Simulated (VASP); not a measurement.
Runs of VASP 6.6.1 on SiC. The structure is that of space group P6_3mc (No. 186), or close to it. The cells are those of the table. 

```tsv
level	cell	gap on the mesh (eV)	pressure (GPa)	largest force (eV/Å)
PBE	a = 3.095, b = 3.095, c = 15.187 Å, angles 90.0, 90.0, 120.0°, 12 atoms	2.11	0.0	-
PBE	a = 3.126, b = 3.126, c = 15.337 Å, angles 90.0, 90.0, 120.0°, 12 atoms	(a)	-6.0	0.01
PBE	a = 3.064, b = 3.064, c = 15.033 Å, angles 90.0, 90.0, 120.0°, 12 atoms	2.11	6.8	0.01
r2SCAN	a = 3.047, b = 3.047, c = 14.956 Å, angles 90.0, 90.0, 120.0°, 12 atoms	(b)	7.1	0.01
PBE	a = 3.032, b = 3.032, c = 14.877 Å, angles 90.0, 90.0, 120.0°, 12 atoms	2.10	14.8	(c)
```

Alike in all rows: task single point; potentials or basis VASP PAW PBE potentials, release 64 (Si, C); no spin polarisation; k mesh 9 × 9 × 2; cutoff (eV) 520; smearing gaussian 0.01 eV.

**Question.** Fill in the values left out.

**Answer.** (a) 2.12; (b) 2.49; (c) 0.02.

Caveats: the PAW data sets were made with another functional, which shifts forces and pressure a little (some runs).

A k mesh can miss the band edges.
